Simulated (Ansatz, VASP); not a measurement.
HfO2 in VASP and in Ansatz

```
Hf O
1.0
     4.88129    0.00000    0.00000
     0.00000    4.88129    0.00000
     0.00000    0.00000    3.23803
Hf O
2 4
Direct
  0.92503 0.92503 0.89345
  0.50000 0.50000 0.50000
  0.19484 0.80516 0.50000
  0.30516 0.30516 0.00000
  0.69484 0.69484 0.00000
  0.80516 0.19484 0.50000
```

Alike in both runs: task single point; functional PBE; k mesh 6 × 6 × 8; occupations gaussian, width 0.05 eV; no spin polarisation.

|  | VASP | Ansatz |
| --- | --- | --- |
| version | VASP 6.6.1 | Ansatz 0.2.0 |
| potentials or method | VASP PAW PBE potentials, release 64 (Hf_pv, O), cutoff 520 eV | scalar-relativistic, plane waves, PAW |
| valence electrons in the cell | 44 | 76 |

|  | VASP | Ansatz | Ansatz less VASP |
| --- | --- | --- | --- |
| gap on the k mesh at the Fermi level (eV) | 2.32 | 2.37 | +0.042 |
| least direct gap on the mesh (eV) | 2.32 | 2.37 | +0.042 |
| pressure (GPa) | 21.8 | 24.0 | +2.19 |
| traceless stress, the component that is largest in VASP (GPa) | 29.11 | 29.02 | -0.093 |
| rms of the force components (eV/Å) | 6.283 | 6.262 | -0.0212 |

Atom by atom the forces differ by 0.046 eV/Å (rms over components). With one functional, cell and mesh, what is left measures potentials, basis and numerics. VASP's potentials hold 44 valence electrons a cell and Ansatz's 76, so a difference there can come from the potentials and not from the codes.

Spin-orbit coupling is off throughout.
